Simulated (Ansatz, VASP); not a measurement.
## Au in VASP and in Ansatz

File INCAR:

```
  PREC = Accurate
  ENCUT = 520
  EDIFF = 1E-6
  ISMEAR = -1
  SIGMA = 0.1
  LREAL = F
  LASPH = T
  NELM = 80
  ALGO = Normal
  ISIF = 2
  LWAVE = F
  LCHARG = F
  GGA = PE
  NBANDS = 12
```

KPOINTS

```
regular mesh
0
Gamma
  14 14 14
```

Contents of POSCAR:

```
Au
1.0
    2.1809563125      0.0000000000      0.0000000000
    0.0000000000      2.1809563125      0.0000000000
    0.0000000000      0.0000000000      2.1809563125
Au
1
Direct
    0.0000000000      0.0000000000      0.0000000000
```

Input for Ansatz:

```yaml
crystal:
  lattice:
    - [2.1809563125, 0.0, 0.0]
    - [0.0, 2.1809563125, 0.0]
    - [0.0, 0.0, 2.1809563125]
  atoms:
    - { symbol: Au, position: [0.0, 0.0, 0.0] }
kpoints:
  mp_grid: { grid: [14, 14, 14] }
  band_path:
    path:
      - [0.0, 0.0, 0.0]
      - [0.0, 0.5, 0.0]
      - [0.5, 0.5, 0.0]
      - [0.0, 0.0, 0.0]
      - [0.5, 0.5, 0.5]
      - [0.0, 0.5, 0.0]
      - [0.5, 0.5, 0.5]
      - [0.5, 0.5, 0.0]
    npoints: 8
scf:
  occupations: { method: fermi_dirac, width: 0.1 }
hamiltonian:
  xc: pbe
  pseudopotentials: { kind: paw }
output:
  forces: true
  stress: true
  eigenvalues: true
  populations: true
  dos: { projected: true, de: 0.2, e_range: [-14, 8] }
```

Change from the starting cell: volume scaled by 0.5, PAW files.

Alike in both runs: task single point; functional PBE; k mesh 14 × 14 × 14; occupations fermi-dirac, width 0.1 eV; no spin polarisation.

|  | VASP | Ansatz |
| --- | --- | --- |
| version | VASP 6.6.1 | Ansatz 0.2.0 |
| potentials or method | VASP PAW PBE potentials, release 64 (Au) | PAW with Ansatz's default frozen-core files, scalar-relativistic |
| plane-wave cutoff (eV) | 520 | 420 |
| valence electrons in the cell | 11 | 19 |

```csv
,VASP,Ansatz,Ansatz less VASP
pressure (GPa),486.8,488.8,+1.97
```

Both programs put the cell under a high pressure, so it lies far from rest at this level. VASP's potentials hold 11 valence electrons a cell and Ansatz's 19, so a difference there can come from the potentials and not from the codes.

Spin-orbit coupling is off throughout. Noted on VASP's run: the cell as given lies far from equilibrium.
